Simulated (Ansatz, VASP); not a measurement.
## Si5Ge2: VASP beside Ansatz

```
Si Ge
1.0
     2.62626    1.51627    4.76075
    -2.62626    1.51627    4.76075
     0.00000   -3.03254    4.76075
Si Ge
5 2
Direct
  0.50000 0.50000 0.00000
  0.00000 0.50000 0.50000
  0.50000 0.00000 0.50000
  0.50000 0.50000 0.50000
  0.00000 0.00000 0.00000
  0.82163 0.82163 0.82163
  0.17837 0.17837 0.17837
```

Alike in both runs: functional PBE; k mesh 4 × 4 × 4; occupations gaussian, width 0.2 eV; no spin polarisation.

Ansatz relaxed the structure, and its values are those at the end. VASP's run is a single point on that final structure, the one shown.

|  | VASP | Ansatz |
| --- | --- | --- |
| version | VASP 6.6.1 | Ansatz 0.2.0 |
| potentials or method | VASP PAW PBE potentials, release 64 (Si, Ge_d), cutoff 500 eV | scalar-relativistic, plane waves, PAW |
| valence electrons in the cell | 48 | 48 |

|  | VASP | Ansatz | Ansatz less VASP |
| --- | --- | --- | --- |
| gap on the k mesh at the Fermi level (eV) | none | none | - |
| pressure (GPa) | 0.4 | 0.5 | +0.06 |
| rms of the force components (eV/Å) | 0.003 | 0.003 | +0.0007 |

A gap of «none» marks a metal or a gap that the smearing closes.

The k mesh is coarse, so the values compare programs but aren't converged.
